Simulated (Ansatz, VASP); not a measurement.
## Se in VASP and in Ansatz

Contents of INCAR:

```
PREC = Accurate
ENCUT = 600
EDIFF = 1E-6
ISMEAR = 0
SIGMA = 0.1
LREAL = False
LASPH = True
NELM = 100
ALGO = Normal
ISIF = 3
LWAVE = False
LCHARG = False
GGA = PS
IBRION = 2
NSW = 90
EDIFFG = -0.04
```

Contents of KPOINTS:

```
Automatic mesh
0
Gamma
  6 6 2
```

Contents of POSCAR:

```
Se
1.0
    3.6397805508      0.0000000000      0.0000000000
   -1.8198902754      3.1521424212      0.0000000000
    0.0000000000      0.0000000000      9.9132234514
Se
4
Direct
    0.0000000000      0.0000000000      0.2500000000
    0.0000000000      0.0000000000      0.7500000000
    0.3333333333      0.6666666667      0.7500000000
    0.6666666667      0.3333333333      0.2500000000
```

Input for Ansatz:

```yaml
crystal:
  lattice:
    - [3.6397805508, 0.0, 0.0]
    - [-1.8198902754, 3.1521424212, 0.0]
    - [0.0, 0.0, 9.9132234514]
  atoms:
    - { symbol: Se, position: [0.0, 0.0, 0.25] }
    - { symbol: Se, position: [0.0, 0.0, 0.75] }
    - { symbol: Se, position: [0.3333333333, 0.6666666667, 0.75] }
    - { symbol: Se, position: [0.6666666667, 0.3333333333, 0.25] }
basis:
  ecutwfc: 420
kpoints:
  mp_grid: { grid: [6, 6, 2] }
hamiltonian:
  xc: pbesol
scf:
  occupations: { method: gaussian, width: 0.1 }
  lower_state_search: "off"
output:
  forces: true
  stress: true
  eigenvalues: true
relax:
  adjacent_minimum: "off"
  f_tol: 0.04
  max_steps: 70
  cell: { stress_tol: 0.4 }
```

Alike in both runs: task relaxation of cell and atoms; functional PBEsol; k mesh 6 × 6 × 2; occupations gaussian, width 0.1 eV; no spin polarisation.

|  | VASP | Ansatz |
| --- | --- | --- |
| version | VASP 6.6.1 | Ansatz 0.2.0 |
| potentials or method | VASP PAW PBE potentials, release 64 (Se), cutoff 600 eV | scalar-relativistic, plane waves, PAW |
| valence electrons in the cell | 24 | 64 |

Ansatz gave:

- gap on the k mesh at the Fermi level, each at its own relaxed structure (eV): none
- relaxed volume (Å³/atom): 24.19
- relaxed cell length with the largest relative difference (Å): 5.566

**Question.** Estimate VASP's values.

**Answer.** gap on the k mesh at the Fermi level, each at its own relaxed structure (eV): none; relaxed volume (Å³/atom): 24.33; relaxed cell length with the largest relative difference (Å): 5.584.

VASP's potentials were made for PBE, not for PBEsol. A gap of «none» marks a metal or a gap that the smearing closes. VASP's potentials hold 24 valence electrons a cell and Ansatz's 64, so a difference there can come from the potentials and not from the codes.

Noted on VASP's run: too few bands were computed for a metal, which touches its energy and stress.
